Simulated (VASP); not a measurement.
Input of a VASP 6.6.1 run:

Contents of INCAR:

```
PREC = Accurate
ENCUT = 520
EDIFF = 1E-6
ISMEAR = 0
SIGMA = 0.02
LREAL = False
LASPH = True
NELM = 60
ALGO = Normal
ISIF = 2
LWAVE = False
LCHARG = False
GGA = PE
NBANDS = 20
```

Contents of KPOINTS:

```
Automatic mesh
0
Gamma
  12 12 4
```

The input POSCAR:

```
SnSe2
1.0
    3.8716723131      0.0000000000      0.0000000000
   -1.9358361566      3.3529665783      0.0000000000
    0.0000000000      0.0000000000      7.2499450670
Sn Se
1 2
Direct
    0.0000000000      0.0000000000      0.0000000000
    0.6666666667      0.3333333333      0.7800221002
    0.3333333333      0.6666666667      0.2199778998
```

Potentials or basis: VASP PAW PBE potentials, release 64 (Sn_d, Se).

Launch:

```console
$ cat potpaw_PBE.64/Sn_d/POTCAR potpaw_PBE.64/Se/POTCAR > POTCAR
$ mpirun -np 1 vasp_std > vasp.out
```

Problem. Estimate the band gap on the k mesh.

Solution. 0.72 eV (least direct gap 1.07 eV).

Problem. Predict the pressure.

Solution. 0.0 GPa.

Problem. What does it give for the largest force?

Solution. 0.012 eV/Å.

Forces on the atoms (eV/Å):
```
Sn   0.000  0.000  0.000
Se   0.000  0.000 -0.012
Se   0.000  0.000  0.012
```

Caveat: semilocal functionals underestimate gaps, and a narrow one can read as zero; spin-orbit coupling is left out, which moves the levels of the heavy elements; this functional lacks dispersion, which binds layers or chains, so the pressure and a relaxed spacing across them are unreliable. A k mesh can miss the band edges.
